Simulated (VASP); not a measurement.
Input of a VASP 6.6.1 run:

Contents of INCAR:

```
PREC = Accurate
ENCUT = 600
EDIFF = 1E-6
ISMEAR = 0
SIGMA = 0.1
LREAL = F
LASPH = T
NELM = 100
ALGO = Normal
ISIF = 3
LWAVE = F
LCHARG = F
GGA = PE
IBRION = 2
NSW = 100
EDIFFG = -0.01
```

Contents of KPOINTS:

```
regular mesh
0
Gamma
  6 6 12
```

The input POSCAR:

```
CsB3
1.0
    6.8910087703      0.0000000000      0.0000000000
   -3.4455043852      5.9677886528      0.0000000000
    0.0000000000      0.0000000000      3.3687764648
Cs B
2 6
Direct
    0.6666666667      0.3333333333      0.2500000000
    0.3333333333      0.6666666667      0.7500000000
    0.0839793882      0.9160206118      0.2500000000
    0.0839793882      0.1679587764      0.2500000000
    0.8320412236      0.9160206118      0.2500000000
    0.1679587764      0.0839793882      0.7500000000
    0.9160206118      0.8320412236      0.7500000000
    0.9160206118      0.0839793882      0.7500000000
```

Potentials or basis: VASP PAW PBE potentials, release 64 (Cs_sv, B).

Run with:

```sh
$ cat potpaw_PBE.64/Cs_sv/POTCAR potpaw_PBE.64/B/POTCAR > POTCAR
$ mpirun -np 1 vasp_std > vasp.out
```

Q: What does it give for the band gap on the k mesh?

A: Zero (band 18 reaches 3.72 eV, above the bottom of band 19 at 2.66 eV).

Q: What does it give for the relaxed cell?

A: a = 6.881 Å, b = 6.881 Å, c = 3.382 Å, α = 90.00°, β = 90.00°, γ = 120.00°.

Q: What does it give for the space group after relaxing (to 0.05 Å)?

A: P6_3/mmc (No. 194).

Q: What does it give for the relaxed volume?

A: 17.33 Å³/atom.

Step by step:
```tsv
step	energy change (eV)	largest force (eV/Å)	pressure (GPa)	volume (Å³)
1	0.0000	0.0631	-0.05	138.54
2	-0.0016	0.0368	0.19	138.43
3	-0.0016	0.0255	0.17	138.44
4	-0.0018	0.0103	-0.05	138.77
5	-0.0018	0.0013	0.03	138.67
```

Caveat: spin-orbit coupling is left out, which moves the levels of the heavy elements.
